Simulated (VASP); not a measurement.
# K (Cmcm) in VASP: further runs

The runs below take K through single point, relaxation of cell and atoms, with PBEsol.

Everything below comes from runs of VASP 6.6.1. Logs are shortened: lines on timing, memory, paths and dates and some standing lists are left out, and cuts for length are marked.

### 1 The cell of the first run

The structure is orthorhombic, space group Cmcm (No. 63). Conventional cell: a = 4.876 Å, b = 8.095 Å, c = 7.812 Å, α = 90.00°, β = 90.00°, γ = 90.00°.

### 2 Single point, PBEsol

INCAR reads:

```
  PREC = Accurate
  ENCUT = 520
  EDIFF = 1E-7
  ISMEAR = 0
  SIGMA = 0.1
  LREAL = False
  LASPH = True
  NELM = 100
  ALGO = Normal
  ISIF = 2
  LWAVE = False
  LCHARG = False
  GGA = PS
  NBANDS = 16
```

KPOINTS reads:

```
Automatic mesh
0
Gamma
  4 4 4
```

POSCAR reads:

```
K
1.0
    2.4379623500     -4.0476104500      0.0000000000
    2.4379623500      4.0476104500      0.0000000000
    0.0000000000      0.0000000000      7.8117980100
K
2
Direct
    0.8206130200      0.1793869800      0.2500000000
    0.1793869800      0.8206130200      0.7500000000
```

Potentials or basis: VASP PAW PBE potentials, release 64 (K_sv).

Run with:

```bash
$ cat potpaw_PBE.64/K_sv/POTCAR > POTCAR
$ mpirun -np 1 vasp_std > vasp.out
```

OUTCAR:

```text
PREC = Accurate
   ENCUT = 520
   EDIFF = 1E-7
   ISMEAR = 0
   LREAL = False
   LASPH = True
   NELM = 100
   ISIF = 2
   GGA = PS

 ion  position               nearest neighbor table
   1  0.821  0.179  0.250-
   2  0.179  0.821  0.750-

  LATTYP: Found a base centered orthorhombic cell.
 ALAT       =     4.8759247000
 B/A-ratio  =     1.6602432150
 C/A-ratio  =     1.6021162119

  Lattice vectors:

 A1 = (   2.4379623500,  -4.0476104500,   0.0000000000)
 A2 = (   2.4379623500,   4.0476104500,   0.0000000000)
 A3 = (   0.0000000000,   0.0000000000,   7.8117980100)

Analysis of symmetry for initial positions (statically):
=====================================================================
 Subroutine PRICEL returns:
 Original cell was already a primitive cell.

 Routine SETGRP: Setting up the symmetry group for a
 base centered orthorhombic supercell.

 Subroutine GETGRP returns: Found  8 space group operations
 (whereof  4 operations were pure point group operations)
 out of a pool of  8 trial point group operations.

The static configuration has the point symmetry C_2h.
 The point group associated with its full space group is D_2h.

Analysis of symmetry for dynamics (positions and initial velocities):
=====================================================================
 Subroutine PRICEL returns:
 Original cell was already a primitive cell.

 Routine SETGRP: Setting up the symmetry group for a
 base centered orthorhombic supercell.

 Subroutine GETGRP returns: Found  8 space group operations
 (whereof  4 operations were pure point group operations)
 out of a pool of  8 trial point group operations.

The dynamic configuration has the point symmetry C_2h.
 The point group associated with its full space group is D_2h.

 Subroutine INISYM returns: Found  8 space group operations
 (whereof  4 operations are pure point group operations),
 and found     1 'primitive' translations

----------------------------------------------------------------------------------------

                                     Primitive cell

  volume of cell :     154.1724

  direct lattice vectors                    reciprocal lattice vectors
     2.437962350 -4.047610450  0.000000000     0.205089303 -0.123529674  0.000000000
     2.437962350  4.047610450  0.000000000     0.205089303  0.123529674  0.000000000
     0.000000000  0.000000000  7.811798010     0.000000000  0.000000000  0.128011502

[... 77 lines left out ...]
   ENCUT  =  520.0 eV  38.22 Ry    6.18 a.u.   8.79  8.79 14.52*2*pi/ulx,y,z
   NELM   =    100;   NELMIN=  2; NELMDL= -5     # of ELM steps
   EDIFF  = 0.1E-06   stopping-criterion for ELM
   LREAL  =      F    real-space projection
   EDIFFG = 0.1E-05   stopping-criterion for IOM
   NSW    =      0    number of steps for IOM
   IBRION =     -1    ionic relax: 0-MD 1-quasi-New 2-CG
   NFREE  =      0    steps in history (QN), initial steepest desc. (CG)
   ISIF   =      2    stress and relaxation
   ISYM   =      2    0-nonsym 1-usesym 2-fastsym
   POTIM  = 0.5000    time-step for ionic-motion
   TEBEG  =    0.0;   TEEND  =   0.0 temperature during run
   PSTRESS=    0.0 pullay stress
   NELECT =      18.0000    total number of electrons
   NUPDOWN=      -1.0000    fix difference up-down
   EMIN   =  10.00;   EMAX   =-10.00  energy-range for DOS
   EFERMI =   0.00;   METHOD = LEGACY
   ISMEAR =     0;   SIGMA  =   0.10  broadening in eV -4-tet -1-fermi 0-gaus
   EFERMI_NEDOS =   21; number of points for ismear=-14 and -15
   IALGO  =     38    algorithm
   IMIX   =      4    mixing-type and parameters
     AMIX     =   0.40;   BMIX     =  1.00
     AMIX_MAG =   1.60;   BMIX_MAG =  1.00
  volume/ion in A,a.u.               =      77.09       520.20
  Fermi-wavevector in a.u.,A,eV,Ry     =   0.800135  1.512036  8.710674  0.640216
  Thomas-Fermi vector in A             =   1.907373
   LORBIT       =      0    0 simple, 1 ext, 2 COOP (PROOUT), +10 PAW based schemes
   GGA     = PS    functional components
   LHFCALC =     F    Hartree Fock is set to
   AEXX    =    0.0000 exact exchange contribution
   IVDW    =     0    specifies the selected vdW correction
   LEPSILON=     F    determine dielectric tensor
   LRPA    =     F    only Hartree local field effects (RPA)
 non-spin polarized calculation
 Gauss-broadening in eV      SIGMA  =   0.10
  energy-cutoff  :      520.00
  volume of cell :      154.17
 maximum number of plane-waves:      4164
   NGX = 17   NGY = 17   NGZ = 29

 number of electron      18.0000000 magnetization

 Free energy of the ion-electron system (eV)
  ---------------------------------------------------
  ext. energy  EPLUGINS =         0.00000000
  ---------------------------------------------------
  free energy    TOTEN  =        -2.21112062 eV

  energy without entropy =       -2.20107324  energy(sigma->0) =       -2.20609693

 E-fermi :  -0.2749     XC(G=0):  -5.5805

 val. band max:       -0.3024226689   @ k =  -0.2500   0.2500   0.2500
 cond. band min:      -0.1790137068   @ k =   0.5000   0.0000   0.0000
 fundamental gap:      0.1234089621
 Fermi energy:        -0.2749410158

 k-point     1 :       0.0000    0.0000    0.0000
  band No.  band energies     occupation
      1     -32.2846      2.00000
      2     -32.2817      2.00000
      3     -15.8543      2.00000
      4     -15.8087      2.00000
      5     -15.8037      2.00000
      6     -15.7985      2.00000
[... 376 lines left out ...]
      3     -15.8531      2.00000
      4     -15.8531      2.00000
      5     -15.8165      2.00000
      6     -15.8165      2.00000
[... 8 lines left out ...]
     15       3.8133      0.00000
     16       3.8133      0.00000

------------------------ aborting loop because EDIFF is reached ----------------------------------------

  FORCE on cell =-STRESS in cart. coord.  units (eV):
  Direction    XX          YY          ZZ          XY          YZ          ZX
  --------------------------------------------------------------------------------------
  -------------------------------------------------------------------------------------
  Total       -0.3194847     -0.1994099     -0.1495147      0.0000000      0.0000000      0.0000000
  in kB       -3.3201211     -2.0722905     -1.5537735      0.0000000      0.0000000      0.0000000
  external PRESSURE =      -2.3153950 kB  Pullay stress =       0.0000000 kB

 VOLUME and BASIS-vectors are now :
 -----------------------------------------------------------------------------
  energy-cutoff  :      520.00
  volume of cell :      154.17
      direct lattice vectors                 reciprocal lattice vectors
     2.437962350 -4.047610450  0.000000000     0.205089303 -0.123529674  0.000000000
     2.437962350  4.047610450  0.000000000     0.205089303  0.123529674  0.000000000
     0.000000000  0.000000000  7.811798010     0.000000000  0.000000000  0.128011502

 POSITION                                       TOTAL-FORCE (eV/Angst)
 -----------------------------------------------------------------------------------
      2.43796     -2.59543      1.95295         0.000000     -0.002066      0.000000
      2.43796      2.59543      5.85885         0.000000      0.002066     -0.000000
 -----------------------------------------------------------------------------------
    total drift:                               -0.000000     -0.000000      0.000000

  FREE ENERGIE OF THE ION-ELECTRON SYSTEM (eV)
  ---------------------------------------------------
  free  energy   TOTEN  =        -2.2111206227 eV

  energy  without entropy=       -2.2010732408  energy(sigma->0) =       -2.20609693
```

OSZICAR:

```text
N       E                     dE             d eps       ncg     rms          rms(c)
DAV:   1     0.110661083555E+03    0.11066E+03   -0.75259E+03   672   0.884E+02
DAV:   2     0.614635556447E+01   -0.10451E+03   -0.10254E+03   824   0.255E+02
DAV:   3    -0.203258263179E+01   -0.81789E+01   -0.81594E+01  1328   0.510E+01
DAV:   4    -0.220864758676E+01   -0.17606E+00   -0.17564E+00   920   0.761E+00
DAV:   5    -0.221445160328E+01   -0.58040E-02   -0.58034E-02  1144   0.813E-01    0.266E+00
DAV:   6    -0.221162938514E+01    0.28222E-02   -0.48195E-03   880   0.480E-01    0.170E+00
DAV:   7    -0.221100408768E+01    0.62530E-03   -0.10599E-02   856   0.613E-01    0.119E-01
DAV:   8    -0.221109644925E+01   -0.92362E-04   -0.15715E-03   984   0.325E-01    0.402E-02
DAV:   9    -0.221111565699E+01   -0.19208E-04   -0.53468E-05  1184   0.365E-02    0.208E-02
DAV:  10    -0.221112169024E+01   -0.60332E-05   -0.80368E-06   936   0.217E-02    0.510E-03
DAV:  11    -0.221112141219E+01    0.27806E-06   -0.15134E-07   904   0.307E-03    0.383E-03
DAV:  12    -0.221112067869E+01    0.73350E-06   -0.13222E-07   752   0.278E-03    0.359E-04
DAV:  13    -0.221112057626E+01    0.10243E-06   -0.14907E-08   552   0.114E-03    0.246E-04
DAV:  14    -0.221112062269E+01   -0.46437E-07   -0.26482E-09   496   0.398E-04
   1 F= -.22111206E+01 E0= -.22060969E+01  d E =-.100474E-01
```

stdout:

```text
POSCAR found type information on POSCAR K
 POSCAR found :  1 types and       2 ions
 scaLAPACK will be used
 -----------------------------------------------------------------------------
|                                                                             |
|                                                                             |
|     You enforced a specific xc type in the INCAR file but a different       |
|     I HOPE YOU KNOW WHAT YOU ARE DOING!                                     |
|                                                                             |
 -----------------------------------------------------------------------------

 LDA part: xc-table for (Slater+PW92), standard interpolation
 POSCAR, INCAR and KPOINTS ok, starting setup
 FFT: planning ... GRIDC
 FFT: planning ... GRID_SOFT
 FFT: planning ... GRID
 WAVECAR not read
 entering main loop
```

Wall time 52 s (1 thread of Oxide Virtual Turin-like, shared host); peak memory 0.22 GiB.

What came out:

| Item | Value |
| --- | --- |
| Free energy | -2.2111 eV |
| Pressure | -0.2 GPa |
| Band gap on the k mesh | zero (bands 9 and 10 overlap by 2.11 eV) |

Forces in eV/Å, atoms in the order of the input:
```
K    0.000 -0.002  0.000
K    0.000  0.002  0.000
```

Stress tensor (GPa, compression positive):
```
-0.33  0.00  0.00
 0.00 -0.21  0.00
 0.00  0.00 -0.16
```

Levels at points of the mesh, in eV from the Fermi level:
```
           k point  band 7  band 8  band 9  band 10  band 11  band 12
(0.00, 0.00, 0.00)  -15.52  -15.52   -2.08     0.32     0.54     3.86
(0.50, 0.00, 0.00)  -15.54  -15.53    0.10     0.21     1.67     2.00
(0.50, 0.50, 0.00)  -15.53  -15.53    0.21     0.36     1.65     1.93
(0.00, 0.00, 0.50)  -15.53  -15.53   -1.40    -1.40     2.71     2.71
(0.50, 0.00, 0.50)  -15.53  -15.53    0.59     0.59     0.80     0.80
(0.50, 0.50, 0.50)  -15.54  -15.54    0.71     0.71     0.92     0.92
```

Caveat: the k points lie up to 0.38 Å⁻¹ apart, too coarse for converged energies and pressures of a metal; the PAW data sets were made with another functional, which shifts forces and pressure a little.

### 3 Relaxation of cell and atoms, PBEsol

INCAR reads:

```
SYSTEM = K
PREC = Accurate ; ENCUT = 600
EDIFF = 1E-7 ; ISMEAR = 0
SIGMA = 0.1 ; LREAL = .False.
LASPH = .True. ; NELM = 100
ALGO = Fast ; ISIF = 3
LWAVE = .False. ; LCHARG = .False.
GGA = PS ; IBRION = 2
NSW = 100 ; EDIFFG = -0.01
```

KPOINTS reads:

```
Automatic mesh
0
Gamma
  10 10 6
  0 0 0
```

POSCAR is that of step 2.

Potentials or basis: VASP PAW PBE potentials, release 64 (K_sv).

Run with:

```bash
$ cat potpaw_PBE.64/K_sv/POTCAR > POTCAR
$ mpirun -np 1 vasp_std > vasp.out
```

OUTCAR:

```text
SYSTEM = K
   PREC = Accurate
   ENCUT = 600
   EDIFF = 1E-7
   ISMEAR = 0
   LREAL = .False.
   LASPH = .True.
   NELM = 100
   ISIF = 3
   GGA = PS
   IBRION = 2
   NSW = 100
   EDIFFG = -0.01

 ion  position               nearest neighbor table
   1  0.821  0.179  0.250-
   2  0.179  0.821  0.750-

  LATTYP: Found a base centered orthorhombic cell.
 ALAT       =     4.8759247000
 B/A-ratio  =     1.6602432150
 C/A-ratio  =     1.6021162119

  Lattice vectors:

 A1 = (   2.4379623500,  -4.0476104500,   0.0000000000)
 A2 = (   2.4379623500,   4.0476104500,   0.0000000000)
 A3 = (   0.0000000000,   0.0000000000,   7.8117980100)

Analysis of symmetry for initial positions (statically):
=====================================================================
 Subroutine PRICEL returns:
 Original cell was already a primitive cell.

 Routine SETGRP: Setting up the symmetry group for a
 base centered orthorhombic supercell.

 Subroutine GETGRP returns: Found  8 space group operations
 (whereof  4 operations were pure point group operations)
 out of a pool of  8 trial point group operations.

The static configuration has the point symmetry C_2h.
 The point group associated with its full space group is D_2h.

Analysis of symmetry for dynamics (positions and initial velocities):
=====================================================================
 Subroutine PRICEL returns:
 Original cell was already a primitive cell.

 Routine SETGRP: Setting up the symmetry group for a
 base centered orthorhombic supercell.

 Subroutine GETGRP returns: Found  8 space group operations
 (whereof  4 operations were pure point group operations)
 out of a pool of  8 trial point group operations.

The dynamic configuration has the point symmetry C_2h.
 The point group associated with its full space group is D_2h.
[... 139 lines left out ...]

--------------------------------------- Ionic step        1  -------------------------------------------

 number of electron      18.0000001 magnetization

 Free energy of the ion-electron system (eV)
  ---------------------------------------------------
  ext. energy  EPLUGINS =         0.00000000
  ---------------------------------------------------
  free energy    TOTEN  =        -2.26194839 eV

  energy without entropy =       -2.25433013  energy(sigma->0) =       -2.25813926

------------------------ aborting loop because EDIFF is reached ----------------------------------------

  FORCE on cell =-STRESS in cart. coord.  units (eV):
  Direction    XX          YY          ZZ          XY          YZ          ZX
  --------------------------------------------------------------------------------------
  -------------------------------------------------------------------------------------
  Total       -0.2548619     -0.2073136     -0.2768004      0.0000000      0.0000000      0.0000000
  in kB       -2.6485543     -2.1544261     -2.8765417      0.0000000      0.0000000      0.0000000
  external PRESSURE =      -2.5598407 kB  Pullay stress =       0.0000000 kB
[... 203 lines left out ...]
--------------------------------------- Ionic step        7  -------------------------------------------

 number of electron      18.0000000 magnetization

 Free energy of the ion-electron system (eV)
  ---------------------------------------------------
  ext. energy  EPLUGINS =         0.00000000
  ---------------------------------------------------
  free energy    TOTEN  =        -2.27236221 eV

  energy without entropy =       -2.26521428  energy(sigma->0) =       -2.26878825

 E-fermi :  -0.1110     XC(G=0):  -5.7770

 val. band max:       -0.1124825545   @ k =   0.1000   0.1000   0.1667
 cond. band min:      -0.1080931423   @ k =   0.4000  -0.0000   0.5000
 fundamental gap:      0.0043894122
 Fermi energy:        -0.1109847844

 k-point     1 :       0.0000    0.0000    0.0000
  band No.  band energies     occupation
      1     -32.0651      2.00000
      2     -32.0605      2.00000
      3     -15.6510      2.00000
      4     -15.5881      2.00000
      5     -15.5815      2.00000
      6     -15.5741      2.00000
      7     -15.5739      2.00000
      8     -15.5735      2.00000
      9      -2.3034      2.00000
     10       0.2421      0.00000
     11       0.4866      0.00000
     12       3.8359      0.00000
     13       4.1026      0.00000
[... 354 lines left out ...]
  band No.  band energies     occupation
      1     -32.0600      2.00000
      2     -32.0590      2.00000
      3     -15.6320      2.00000
      4     -15.6229      2.00000
      5     -15.6153      2.00000
      6     -15.6113      2.00000
      7     -15.6041      2.00000
      8     -15.5959      2.00000
      9       0.2856      0.00000
     10       0.8865      0.00000
     11       1.0497      0.00000
     12       1.8364      0.00000
     13       2.5530      0.00000

 [... further k-points ...]

------------------------ aborting loop because EDIFF is reached ----------------------------------------

  FORCE on cell =-STRESS in cart. coord.  units (eV):
  Direction    XX          YY          ZZ          XY          YZ          ZX
  --------------------------------------------------------------------------------------
  -------------------------------------------------------------------------------------
  Total       -0.0070358      0.0076714     -0.0075428      0.0000000      0.0000000      0.0000000
  in kB       -0.0791481      0.0862977     -0.0848510      0.0000000      0.0000000      0.0000000
  external PRESSURE =      -0.0259005 kB  Pullay stress =       0.0000000 kB
[... 17 lines left out ...]
  FREE ENERGIE OF THE ION-ELECTRON SYSTEM (eV)
  ---------------------------------------------------
  free  energy   TOTEN  =        -2.2723622089 eV

  energy  without entropy=       -2.2652142831  energy(sigma->0) =       -2.26878825

 reached required accuracy - stopping structural energy minimisation
```

It took 51 min on 1 thread of Oxide Virtual Turin-like, shared host; peak memory 0.48 GiB.

Results:

```yaml
Free_energy: -2.2724 eV
Relaxed_volume: 71.21 Å³/atom
Relaxed_cell: a = 4.627 Å, b = 4.627 Å, c = 7.563 Å, α = 90.00°, β = 90.00°, γ = 118.38°
Space_group_after_relaxing_to_0.1_Å: Cmcm (No. 63)
Energy_gained_by_relaxing: 5.2 meV/atom
Ionic_steps: 7
Pressure_after_relaxing: 0.0 GPa
Largest_force_after_relaxing: 0.004 eV/Å
Band_gap_on_the_k_mesh: zero (bands 9 and 10 overlap by 2.40 eV)
```

Forces in eV/Å, atoms in the order of the input:
```
K    0.000 -0.004  0.000
K    0.000  0.004  0.000
```

The path:
```tsv
step	energy change (eV)	largest force (eV/Å)	pressure (GPa)	volume (Å³)
1	0.0000	0.0020	-0.26	154.17
2	-0.0040	0.0021	-0.21	151.44
3	-0.0102	0.0028	-0.03	143.44
4	-0.0103	0.0029	0.00	142.15
5	-0.0103	0.0029	-0.01	142.38
6	-0.0103	0.0036	0.00	142.40
7	-0.0104	0.0040	0.00	142.42
```

Final structure:
```
CELL_PARAMETERS angstrom
2.36962 -3.97370 0.00000
2.36962 3.97370 0.00000
0.00000 0.00000 7.56279
ATOMIC_POSITIONS crystal
K 0.82078 0.17922 0.25000
K 0.17922 0.82078 0.75000
```

Caveat: the PAW data sets were made with another functional, which shifts forces and pressure a little.
